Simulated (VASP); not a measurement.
Wanted: the native input for a VASP 6.6.1 run.

| Quantity | Value |
| --- | --- |
| Task | single point |
| Functional | PBE |
| Potentials or basis | VASP PAW PBE potentials, release 64 (Li_sv, Nb_sv, O) |
| Cutoff | 520 eV |
| k mesh | 6 × 6 × 6 |
| Occupations | gaussian, width 0.05 eV |
| Spin | no spin polarisation |
| Dipole correction | no |
| Further INCAR settings | ALGO = Normal; EDIFF = 1e-06; NBANDS = 45 |

The structure of LiNbO3 lies in POSCAR:

```
LiNbO3
1.0
    2.6089121606      1.5062561382      4.6222966387
   -2.6089121606      1.5062561382      4.6222966387
    0.0000000000     -3.0125122764      4.6222966387
Li Nb O
2 2 6
Direct
    0.2815913687      0.2815913687      0.2815913687
    0.7815913687      0.7815913687      0.7815913687
    0.0004900497      0.0004900497      0.0004900497
    0.5004900497      0.5004900497      0.5004900497
    0.1104619503      0.3580262714      0.7211003599
    0.7211003599      0.1104619503      0.3580262714
    0.3580262714      0.7211003599      0.1104619503
    0.2211003599      0.8580262714      0.6104619503
    0.8580262714      0.6104619503      0.2211003599
    0.6104619503      0.2211003599      0.8580262714
```

One way to write it, as run:

INCAR

```
  PREC = Accurate
  ENCUT = 520
  EDIFF = 1E-6
  ISMEAR = 0
  SIGMA = 0.05
  LREAL = False
  LASPH = True
  NELM = 100
  ALGO = Normal
  ISIF = 2
  LWAVE = False
  LCHARG = False
  GGA = PE
  NBANDS = 45
```

KPOINTS

```
Automatic mesh
0
Gamma
  6 6 6
```

Potentials or basis: VASP PAW PBE potentials, release 64 (Li_sv, Nb_sv, O).

The run is started by

```console
$ cat potpaw_PBE.64/Li_sv/POTCAR potpaw_PBE.64/Nb_sv/POTCAR potpaw_PBE.64/O/POTCAR > POTCAR
$ mpirun -np 1 vasp_std > vasp.out
```

Results of the run:

```yaml
Largest_force: 0.059 eV/Å
Band_gap_on_the_k_mesh: 3.55 eV (least direct gap 3.58 eV)
```

Run time: 3 min on 1 thread of Intel(R) Xeon(R) Platinum 8488C (Sapphire Rapids), with other jobs on the host, peak memory 0.32 GiB.
